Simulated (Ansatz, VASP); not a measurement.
**Two plane-wave programs on PtC3**

```
CELL_PARAMETERS angstrom
3.66313 0.00000 0.00000
0.00000 3.66313 0.00000
0.00000 0.00000 2.86129
ATOMIC_POSITIONS crystal
Pt 0.00000 0.00000 0.00000
C 0.00000 0.50000 0.50000
C 0.50000 0.00000 0.50000
C 0.50000 0.50000 0.00000
```

Alike in both runs: functional PBE; k mesh 6 × 6 × 6; occupations gaussian, width 0.1 eV; no spin polarisation.

Ansatz relaxed the structure, and its values are those at the end. VASP's run is a single point on that final structure, the one shown.

```csv
,VASP,Ansatz
version,VASP 6.6.1,Ansatz 0.2.0
potentials or method,"VASP PAW PBE potentials, release 64 (Pt, C), cutoff 520 eV","scalar-relativistic, plane waves, PAW"
valence electrons in the cell,22,30
```

```tsv
	VASP	Ansatz	Ansatz less VASP
gap on the k mesh at the Fermi level (eV)	none	none	-
pressure (GPa)	0.0	0.0	+0.05
```

A gap of «none» marks a metal or a gap that the smearing closes. With one functional, cell and mesh, what is left measures potentials, basis and numerics. VASP's potentials hold 22 valence electrons a cell and Ansatz's 30, so a difference there can come from the potentials and not from the codes.

The k mesh is coarse, so the values compare programs but aren't converged. Neither program's run includes spin-orbit coupling.
